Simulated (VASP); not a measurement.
Runs of VASP 6.6.1 on LaMg. The structure is that of space group Pm-3m (No. 221), or close to it. The cells are those of the table. 

```tsv
task	cell	cutoff (eV)	gap on the mesh (eV)	pressure (GPa)	relaxed volume (Å³/atom)
single point	a = 3.855 Å, 2 atoms	520	none	(a)	-
relaxation of cell and atoms	relaxed from a = 3.960 Å, 2 atoms	600	none	-0.1	(b)
single point	a = 3.842 Å, 2 atoms	520	none	0.1	-
single point	a = 3.868 Å, 2 atoms	520	none	-0.7	-
relaxation of cell and atoms	relaxed from a = 3.855 Å, 2 atoms	600	none	0.0	28.47
```

Alike in all rows: level LDA; potentials or basis VASP PAW LDA potentials, release 64 (La, Mg); no spin polarisation; k mesh 5 × 5 × 5; smearing gaussian 0.1 eV.

Task: Fill in the values left out.

Result: (a) -0.3; (b) 28.51.

Caveats: spin-orbit coupling is left out, which moves the levels of the heavy elements.

A k mesh can miss the band edges, and the runs leave out spin-orbit coupling on La.

A gap of «none» marks levels without a gap at the run's occupations.
